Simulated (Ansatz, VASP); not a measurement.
One calculation of BeTlMo, two programs

```
CELL_PARAMETERS angstrom
4.70337 0.00000 0.00000
-2.35169 4.07324 0.00000
0.00000 0.00000 5.46754
ATOMIC_POSITIONS crystal
Be 0.00000 0.00000 0.00000
Be 0.00000 0.00000 0.50000
Tl 0.33333 0.66667 0.25000
Tl 0.66667 0.33333 0.75000
Mo 0.33333 0.66667 0.75000
Mo 0.66667 0.33333 0.25000
```

Alike in both runs: functional PBE; k mesh 6 × 6 × 4; occupations gaussian, width 0.1 eV; no spin polarisation.

Ansatz relaxed the structure, and its values are those at the end. VASP's run is a single point on that final structure, the one shown.

```csv
,VASP,Ansatz
version,VASP 6.6.1,Ansatz 0.2.0
potentials or method,"VASP PAW PBE potentials, release 64 (Be, Tl_d, Mo_sv), cutoff 520 eV","scalar-relativistic, plane waves, PAW"
valence electrons in the cell,58,58
```

|  | VASP | Ansatz | Ansatz less VASP |
| --- | --- | --- | --- |
| gap on the k mesh at the Fermi level (eV) | none | none | - |
| pressure (GPa) | -0.2 | -0.2 | -0.09 |

A gap of «none» marks a metal or a gap that the smearing closes.

Neither program's run includes spin-orbit coupling.
